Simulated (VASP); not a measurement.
Input of a VASP 6.6.1 run:

File INCAR:

```
ALGO = Fast
EDIFF = 1E-6
ENCUT = 520
GGA = PE
ISIF = 2
ISMEAR = 0
LASPH = T
LCHARG = F
LREAL = F
LWAVE = F
NBANDS = 10
NELM = 80
PREC = Accurate
SIGMA = 0.1
```

Contents of KPOINTS:

```
k-points
0
Gamma
  24 24 24
```

Contents of POSCAR:

```
Al
1.0
    1.4226293838      0.8213554577      5.0572685728
   -1.4226293838      0.8213554577      5.0572685728
    0.0000000000     -1.6427109154      5.0572685728
Al
2
Direct
    0.0894225684      0.0894225684      0.0894225684
    0.9105774316      0.9105774316      0.9105774316
```

Potentials or basis: VASP PAW PBE potentials, release 64 (Al).

The run is started by

```console
$ cat potpaw_PBE.64/Al/POTCAR > POTCAR
$ mpirun -np 1 vasp_std > vasp.out
```

Task: What does it give for the pressure?

Result: 0.0 GPa.

Task: Predict the largest force.

Result: 0.003 eV/Å.

Task: Estimate the band gap on the k mesh.

Result: Zero (band 3 reaches 9.85 eV, above the bottom of band 4 at 5.45 eV).

Forces on the atoms (eV/Å):
```
Al   0.000  0.000  0.003
Al   0.000  0.000 -0.003
```
